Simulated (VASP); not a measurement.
Lu: single point with PBE

Crystal: Lu.

```
CELL_PARAMETERS angstrom
3.30841 0.00000 0.00000
-1.65420 2.86516 0.00000
0.00000 0.00000 3.26557
ATOMIC_POSITIONS crystal
Lu 0.00000 0.00000 0.00000
```

The cell was generated, and may not be a known phase.

```json
{
 "Program": "VASP 6.6.1",
 "Task": "single point",
 "Functional": "PBE",
 "Potentials or basis": "VASP PAW PBE potentials, release 64 (Lu)",
 "Cutoff": "520 eV",
 "k mesh": "18 × 18 × 18",
 "Occupations": "gaussian, width 0.1 eV",
 "Spin": "no spin polarisation",
 "Dipole correction": "no",
 "Further INCAR settings": "ALGO = Fast; EDIFF = 1e-06; NBANDS = 18"
}
```

```yaml
Pressure: 0.0 GPa
Band_gap_on_the_k_mesh: zero (an odd number of electrons rules out a gap without spin polarisation)
```

Levels at points of the mesh, in eV from the Fermi level:
```tsv
k point	band 10	band 11	band 12	band 13	band 14	band 15	band 16	band 17
(0.00, 0.00, 0.00)	-5.15	-5.15	-5.08	-0.31	2.35	2.35	6.34	6.34
(0.50, 0.00, 0.00)	-5.12	-5.12	-2.34	0.23	0.41	3.12	5.65	6.99
(0.00, 0.00, 0.50)	-5.13	-5.08	-3.04	-0.58	2.91	2.91	4.10	4.10
(0.50, 0.00, 0.50)	-5.12	-5.12	-1.51	-0.62	2.89	4.02	4.06	7.23
```

Wall time 3.8 min on 1 thread of AMD EPYC 9R45 96-Core Processor (Zen 5), on a shared host, peak memory 0.3 GiB.

Caveat: spin-orbit coupling is left out, which moves the levels of the heavy elements.
